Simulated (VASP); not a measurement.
Input of a VASP 6.6.1 run:

The input INCAR:

```
SYSTEM = MoS2
PREC = Accurate
ENCUT = 520
EDIFF = 1E-7
ISMEAR = 0
SIGMA = 0.05
LREAL = .False.
LASPH = .True.
NELM = 150
ALGO = Normal
ISIF = 2
LWAVE = .False.
LCHARG = .True.
ISPIN = 2
MAGMOM = 0 0 0 0 0 0
LORBIT = 11
NUPDOWN = 0.0
LMAXMIX = 4
LDAU = .True.
LDAUTYPE = 2
LDAUL = 2 -1
LDAUU = 4.38 0
LDAUJ = 0 0
LDAUPRINT = 1
GGA = PE
LELF = .True.
LVHAR = .True.
NBANDS = 39
```

Contents of KPOINTS:

```
Automatic mesh
0
Gamma
  8 8 2
  0 0 0
```

The input POSCAR:

```
MoS2
1.0
    3.1689980500      0.0000000000      0.0000000000
   -1.5844990200      2.7444328200      0.0000000000
    0.0000000000      0.0000000000     12.3240000000
Mo S
2 4
Direct
    0.3333333300      0.6666666700      0.2500000000
    0.6666666700      0.3333333300      0.7500000000
    0.3333333300      0.6666666700      0.6230000000
    0.6666666700      0.3333333300      0.1230000000
    0.3333333300      0.6666666700      0.8770000000
    0.6666666700      0.3333333300      0.3770000000
```

Potentials or basis: VASP PAW PBE potentials, release 64 (Mo_sv, S).

Run with:

```console
$ cat potpaw_PBE.64/Mo_sv/POTCAR potpaw_PBE.64/S/POTCAR > POTCAR
$ mpirun -np 1 vasp_std > vasp.out
```

(1) What does it give for the largest force?

(2) What does it give for the pressure?

Answers

(1) 0.226 eV/Å.

(2) 4.6 GPa.

Caveat: this functional lacks dispersion, which binds the layers, so the pressure and a relaxed spacing across them are unreliable; the total moment is fixed, so each spin has its own Fermi level.
